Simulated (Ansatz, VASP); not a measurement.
# Two plane-wave programs on Cd

Contents of INCAR:

```
PREC = Accurate ; ENCUT = 520
EDIFF = 1E-6 ; ISMEAR = 0
SIGMA = 0.15 ; LREAL = False
LASPH = True ; NELM = 60
ALGO = Normal ; ISIF = 2
LWAVE = False ; LCHARG = False
GGA = PS ; NBANDS = 12
```

KPOINTS

```
Automatic mesh
0
Gamma
  18 18 18
```

The input POSCAR:

```
Cd
1.0
    0.0000000000      2.2846942425      2.2181497500
    2.2846942425      0.0000000000      2.2181497500
    2.2846942425      2.2846942425      0.0000000000
Cd
1
Direct
    0.0000000000      0.0000000000      0.0000000000
```

Input for Ansatz:

```yaml
crystal:
  lattice:
    - [0.0, 2.2846942425, 2.21814975]
    - [2.2846942425, 0.0, 2.21814975]
    - [2.2846942425, 2.2846942425, 0.0]
  atoms:
    - { symbol: Cd, position: [0.0, 0.0, 0.0] }
basis:
  ecutwfc: 420
kpoints:
  mp_grid: { grid: [18, 18, 18] }
hamiltonian:
  xc: pbesol
scf:
  occupations: { method: gaussian, width: 0.15 }
output:
  forces: true
  stress: true
  eigenvalues: true
```

Change from the starting cell: strain +0.030 along x and y, +0.000 along z, atoms carried along.

Alike in both runs: task single point; functional PBEsol; k mesh 18 × 18 × 18; occupations gaussian, width 0.15 eV; no spin polarisation.

```csv
,VASP,Ansatz
version,VASP 6.6.1,Ansatz 0.2.0
potentials or method,"VASP PAW PBE potentials, release 64 (Cd), cutoff 520 eV","scalar-relativistic, plane waves, PAW"
valence electrons in the cell,12,20
```

|  | VASP | Ansatz | Ansatz less VASP |
| --- | --- | --- | --- |
| gap on the k mesh at the Fermi level (eV) | none | none | - |
| pressure (GPa) | -4.1 | -4.4 | -0.22 |
| traceless stress, the component that is largest in VASP (GPa) | 0.44 | 0.44 | -0.004 |

VASP's potentials were made for PBE, not for PBEsol. A gap of «none» marks a metal or a gap that the smearing closes. VASP's potentials hold 12 valence electrons a cell and Ansatz's 20, so a difference there can come from the potentials and not from the codes.
